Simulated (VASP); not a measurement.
# Ru (P6_3/mmc) in VASP: notebook

Ru is run at these levels: PBEsol, revPBE+D3(BJ); tasks: single point.

Program: VASP 6.6.1. These are calculated values, not measurements. Logs are shortened: lines on timing, memory, paths and dates and some standing lists are left out, and cuts for length are marked.

## (1) The cell of the first run

Symmetry: P6_3/mmc, No. 194, hexagonal system. Conventional cell: a = 2.706 Å, b = 2.706 Å, c = 4.282 Å, α = 90.00°, β = 90.00°, γ = 120.00°. Ru (site symmetry -6m2) has 12 Ru at 2.65 to 2.71 Å within 3.5 Å.

## (2) Single point, PBEsol, non-collinear spin, zero start, spin-orbit coupling

File INCAR:

```
PREC = Accurate ; ENCUT = 520
EDIFF = 1E-6 ; ISMEAR = -1
SIGMA = 0.05 ; LREAL = F
LASPH = T ; NELM = 150
ALGO = Normal ; ISIF = 2
LWAVE = F ; LCHARG = F
MAGMOM = 0 0 0 0 0 0 ; LORBIT = 11
LSORBIT = T ; GGA_COMPAT = F
LORBMOM = T ; LMAXMIX = 4
GGA = PS ; NBANDS = 40
```

File KPOINTS:

```
regular mesh
0
Gamma
  8 8 4
```

File POSCAR:

```
Ru
1.0
    2.7058000000      0.0000000000      0.0000000000
   -1.3529000000      2.3432915376      0.0000000000
    0.0000000000      0.0000000000      4.2819000000
Ru
2
Direct
    0.6666666667      0.3333333333      0.7500000000
    0.3333333333      0.6666666667      0.2500000000
```

Potentials or basis: VASP PAW PBE potentials, release 64 (Ru_pv).

Run with:

```sh
$ cat potpaw_PBE.64/Ru_pv/POTCAR > POTCAR
$ mpirun -np 1 vasp_ncl > vasp.out
```

OUTCAR:

```text
PREC = Accurate
   ENCUT = 520
   EDIFF = 1E-6
   ISMEAR = -1
   LREAL = F
   LASPH = T
   NELM = 150
   ISIF = 2
   LORBIT = 11
   LSORBIT = T
   GGA = PS

 ion  position               nearest neighbor table
   1  0.667  0.333  0.750-   2 2.65   2 2.65   2 2.65   2 2.65   2 2.65   2 2.65
   2  0.333  0.667  0.250-   1 2.65   1 2.65   1 2.65   1 2.65   1 2.65   1 2.65

  LATTYP: Found a hexagonal cell.
 ALAT       =     2.7058000000
 C/A-ratio  =     1.5824894671

  Lattice vectors:

 A1 = (   2.7058000000,   0.0000000000,   0.0000000000)
 A2 = (  -1.3529000000,   2.3432915376,   0.0000000000)
 A3 = (   0.0000000000,   0.0000000000,   4.2819000000)

Analysis of symmetry for initial positions (statically):
=====================================================================
 Subroutine PRICEL returns:
 Original cell was already a primitive cell.

 Routine SETGRP: Setting up the symmetry group for a
 hexagonal supercell.

 Subroutine GETGRP returns: Found 24 space group operations
 (whereof 12 operations were pure point group operations)
 out of a pool of 24 trial point group operations.

The static configuration has the point symmetry D_3d.
 The point group associated with its full space group is D_6h.

Analysis of symmetry for dynamics (positions and initial velocities):
=====================================================================
 Subroutine PRICEL returns:
 Original cell was already a primitive cell.

 Routine SETGRP: Setting up the symmetry group for a
 hexagonal supercell.

 Subroutine GETGRP returns: Found 24 space group operations
 (whereof 12 operations were pure point group operations)
 out of a pool of 24 trial point group operations.

The dynamic configuration has the point symmetry D_3d.
 The point group associated with its full space group is D_6h.

Analysis of structural, dynamic, and magnetic symmetry:
=====================================================================
 Subroutine PRICEL returns:
 Original cell was already a primitive cell.

 Routine SETGRP: Setting up the symmetry group for a
 hexagonal supercell.

 Subroutine GETGRP returns: Found 24 space group operations
 (whereof 12 operations were pure point group operations)
 out of a pool of 24 trial point group operations.

The overall configuration has the point symmetry D_3d.
 The point group associated with its full space group is D_6h.

 Subroutine INISYM returns: Found 24 space group operations
 (whereof 12 operations are pure point group operations),
 and found     1 'primitive' translations

----------------------------------------------------------------------------------------

                                     Primitive cell

  volume of cell :      27.1493

  direct lattice vectors                    reciprocal lattice vectors
     2.705800000  0.000000000  0.000000000     0.369576465  0.213375072  0.000000000
    -1.352900000  2.343291538  0.000000000     0.000000000  0.426750144  0.000000000
     0.000000000  0.000000000  4.281900000     0.000000000  0.000000000  0.233541185

  length of vectors
     2.705800000  2.705800000  4.281900000     0.426750144  0.426750144  0.233541185

  position of ions in fractional coordinates (direct lattice)
     0.666666667  0.333333333  0.750000000
     0.333333333  0.666666667  0.250000000

  ion indices of the primitive-cell ions
   primitive index   ion index
                 1           1
                 2           2

----------------------------------------------------------------------------------------

 KPOINTS: regular mesh

Automatic generation of k-mesh.
 Grid dimensions read from file:
 generate k-points for:    8    8    4

 Generating k-lattice:

  Cartesian coordinates                     Fractional coordinates (reciprocal lattice)
[... 92 lines left out ...]
  volume of cell :       27.15
 maximum number of plane-waves:      1504
 NGX is ok and might be reduce to    20
   NGX =  9   NGY =  9   NGZ = 15

 number of electron      28.0000000 magnetization       0.0000000      0.0000000      0.0000000

 number of electron      28.0000009 magnetization       0.0000000     -0.0000000      0.0000000

 number of electron      28.0000009 magnetization      -0.0000000     -0.0000000     -0.0000000

 number of electron      28.0000009 magnetization       0.0000000     -0.0000000     -0.0000000

 Free energy of the ion-electron system (eV)
  ---------------------------------------------------
  ext. energy  EPLUGINS =         0.00000000
  ---------------------------------------------------
  free energy    TOTEN  =       -20.62828378 eV

  energy without entropy =      -20.62021664  energy(sigma->0) =      -20.62425021

 E-fermi :  12.6518     XC(G=0): -14.2844

 val. band max:       12.6278432976   @ k =   0.2500   0.0000   0.2500
 cond. band min:      12.7090150909   @ k =   0.2500   0.2500   0.2500
 fundamental gap:      0.0811717933
 Fermi energy:        12.6518349726

 k-point     1 :       0.0000    0.0000    0.0000
  band No.  band energies     occupation
      1     -32.5568      1.00000
      2     -32.5568      1.00000
      3     -32.0676      1.00000
      4     -32.0676      1.00000
      5     -29.5059      1.00000
      6     -29.5059      1.00000
[... 1021 lines left out ...]
     39      22.9323      0.00000
     40      22.9323      0.00000

 [... further k-points ...]
[... 5 lines left out ...]
  --------------------------------------------------------------------------------------
  -------------------------------------------------------------------------------------
  Total       -0.9686217     -0.9686217     -1.1982890      0.0000000      0.0000000      0.0000000
  in kB      -57.1618470    -57.1618470    -70.7153353      0.0000000      0.0000000      0.0000000
  external PRESSURE =     -61.6796764 kB  Pullay stress =       0.0000000 kB

 VOLUME and BASIS-vectors are now :
 -----------------------------------------------------------------------------
  energy-cutoff  :      520.00
  volume of cell :       27.15
      direct lattice vectors                 reciprocal lattice vectors
     2.705800000  0.000000000  0.000000000     0.369576465  0.213375072  0.000000000
    -1.352900000  2.343291538  0.000000000     0.000000000  0.426750144  0.000000000
     0.000000000  0.000000000  4.281900000     0.000000000  0.000000000  0.233541185

 POSITION                                       TOTAL-FORCE (eV/Angst)
 -----------------------------------------------------------------------------------
      1.35290      0.78110      3.21143        -0.000000     -0.000000     -0.000000
     -0.00000      1.56219      1.07048         0.000000      0.000000      0.000000
 -----------------------------------------------------------------------------------
    total drift:                                0.000000     -0.000000      0.000000

  FREE ENERGIE OF THE ION-ELECTRON SYSTEM (eV)
  ---------------------------------------------------
  free  energy   TOTEN  =       -20.6282837817 eV

  energy  without entropy=      -20.6202166436  energy(sigma->0) =      -20.62425021

 orbital moment (x)

 # of ion     p       d       tot
 ----------------------------------------
  1         0.000  -0.000  -0.000
  2         0.000   0.000   0.000
 ----------------------------------------
            0.000   0.000   0.000

 orbital moment (y)

 # of ion     p       d       tot
 ----------------------------------------
  1        -0.000   0.000   0.000
  2         0.000   0.000   0.000
 ----------------------------------------
            0.000   0.000   0.000

 orbital moment (z)

 # of ion     p       d       tot
 ----------------------------------------
  1         0.000   0.000   0.000
  2         0.000   0.000   0.000
 ----------------------------------------
            0.000   0.000   0.000

 Spin-Orbit-Coupling matrix elements

 Ion:    1  E_soc:     -0.2623425
 l=   1
     0.0000000    -0.0363279    -0.0363499
    -0.0363279     0.0000000    -0.0363279
    -0.0363499    -0.0363279     0.0000000
 l=   2
     0.0000000    -0.0015353     0.0000000    -0.0015353    -0.0061010
    -0.0015353     0.0000000    -0.0042417    -0.0014400    -0.0015353
     0.0000000    -0.0042417     0.0000000    -0.0042417     0.0000000
    -0.0015353    -0.0014400    -0.0042417     0.0000000    -0.0015353
    -0.0061010    -0.0015353     0.0000000    -0.0015353     0.0000000
 l=   3
     0.0000000     0.0000000     0.0000000     0.0000000     0.0000000     0.0000000     0.0000000
     0.0000000     0.0000000     0.0000000     0.0000000     0.0000000     0.0000000     0.0000000
     0.0000000     0.0000000     0.0000000     0.0000000     0.0000000     0.0000000     0.0000000
     0.0000000     0.0000000     0.0000000     0.0000000     0.0000000     0.0000000     0.0000000
     0.0000000     0.0000000     0.0000000     0.0000000     0.0000000     0.0000000     0.0000000
     0.0000000     0.0000000     0.0000000     0.0000000     0.0000000     0.0000000     0.0000000
     0.0000000     0.0000000     0.0000000     0.0000000     0.0000000     0.0000000     0.0000000

 Ion:    2  E_soc:     -0.2623425
 l=   1
     0.0000000    -0.0363279    -0.0363499
    -0.0363279     0.0000000    -0.0363279
    -0.0363499    -0.0363279     0.0000000
 l=   2
     0.0000000    -0.0015353     0.0000000    -0.0015353    -0.0061010
    -0.0015353     0.0000000    -0.0042417    -0.0014400    -0.0015353
     0.0000000    -0.0042417     0.0000000    -0.0042417     0.0000000
    -0.0015353    -0.0014400    -0.0042417     0.0000000    -0.0015353
    -0.0061010    -0.0015353     0.0000000    -0.0015353     0.0000000
 l=   3
     0.0000000     0.0000000     0.0000000     0.0000000     0.0000000     0.0000000     0.0000000
     0.0000000     0.0000000     0.0000000     0.0000000     0.0000000     0.0000000     0.0000000
     0.0000000     0.0000000     0.0000000     0.0000000     0.0000000     0.0000000     0.0000000
     0.0000000     0.0000000     0.0000000     0.0000000     0.0000000     0.0000000     0.0000000
     0.0000000     0.0000000     0.0000000     0.0000000     0.0000000     0.0000000     0.0000000
     0.0000000     0.0000000     0.0000000     0.0000000     0.0000000     0.0000000     0.0000000
     0.0000000     0.0000000     0.0000000     0.0000000     0.0000000     0.0000000     0.0000000

 total charge

# of ion       s       p       d       tot
------------------------------------------
    1        0.405   6.323   5.934  12.662
    2        0.405   6.323   5.934  12.662
--------------------------------------------------
tot          0.811  12.646  11.868  25.325

 magnetization (x)

# of ion       s       p       d       tot
------------------------------------------
    1        0.000   0.000   0.000   0.000
    2       -0.000   0.000  -0.000  -0.000
--------------------------------------------------
tot          0.000   0.000  -0.000  -0.000

 magnetization (y)

# of ion       s       p       d       tot
------------------------------------------
    1        0.000   0.000   0.000   0.000
    2        0.000  -0.000  -0.000  -0.000
--------------------------------------------------
tot          0.000  -0.000   0.000  -0.000

 magnetization (z)

# of ion       s       p       d       tot
------------------------------------------
    1        0.000   0.000   0.000   0.000
    2        0.000   0.000   0.000   0.000
--------------------------------------------------
tot          0.000   0.000   0.000   0.000
```

Wall time 50 s (1 thread of AMD EPYC 7R13 (Zen 3), shared host); peak memory 0.18 GiB.

What came out:

```yaml
Free_energy: -20.6283 eV
Pressure: -6.2 GPa
Net_moment: 0.00 μB per cell
Valence_electrons_inside_the_program's_atomic_spheres: Ru 12.66
```

Moments on the atoms (μB; x, y, z):
```
Ru  0.00 0.00 0.00
Ru  0.00 0.00 0.00
```

Caveat: the k points lie up to 0.37 Å⁻¹ apart; the PAW data sets were made with another functional, which shifts forces and pressure a little.

## (3) Single point, revPBE+D3(BJ)

This run uses another cell than the first one, of 13.03 Å³/atom, 0.960 times its volume.

File INCAR:

```
SYSTEM = Ru
  ALGO = Normal
  EDIFF = 1E-7
  ENCUT = 520
  GGA = RE
  ISIF = 2
  ISMEAR = -1
  IVDW = 12
  LASPH = .TRUE.
  LCHARG = .FALSE.
  LREAL = .FALSE.
  LWAVE = .FALSE.
  NBANDS = 21
  NELM = 80
  PREC = Accurate
  SIGMA = 0.05
```

File KPOINTS:

```
k-points
0
G
  11 11 6
  0 0 0
```

File POSCAR:

```
Ru
1.0
    2.6692306523      0.0000000000      0.0000000000
   -1.3346153261      2.3116215535      0.0000000000
    0.0000000000      0.0000000000      4.2240293924
Ru
2
Direct
    0.6666666667      0.3333333333      0.7500000000
    0.3333333333      0.6666666667      0.2500000000
```

Potentials or basis: VASP PAW PBE potentials, release 64 (Ru_pv).

Run with:

```sh
$ cat potpaw_PBE.64/Ru_pv/POTCAR > POTCAR
$ mpirun -np 1 vasp_std > vasp.out
```

Wall time 17 s (1 thread of Intel Xeon 6975P-C, shared host); peak memory 0.16 GiB.

It converged, with:

* Free energy: -19.7939 eV
* Pressure: 7.0 GPa
* Band gap on the k mesh: zero (band 14 reaches 15.25 eV, above the bottom of band 15 at 11.99 eV)
* Dispersion energy per atom: -1.233 eV

Stress tensor (GPa, compression positive):
```
6.70 0.00 0.00
0.00 6.70 0.00
0.00 0.00 7.70
```

Levels at points of the mesh, in eV from the Fermi level:
```csv
k point,band 10,band 11,band 12,band 13,band 14,band 15,band 16,band 17,band 18,band 19
"(0.00, 0.00, 0.00)",-2.69,-2.50,-1.96,-1.96,-1.41,-1.41,1.32,1.32,1.42,10.50
"(0.00, 0.00, 0.50)",-2.86,-2.86,-2.86,-2.77,-2.77,0.65,0.65,0.65,0.65,10.51
```

Caveat: the PAW data sets were made with another functional, which shifts forces and pressure a little; pairwise dispersion overbinds metals, which lowers pressure and volume.
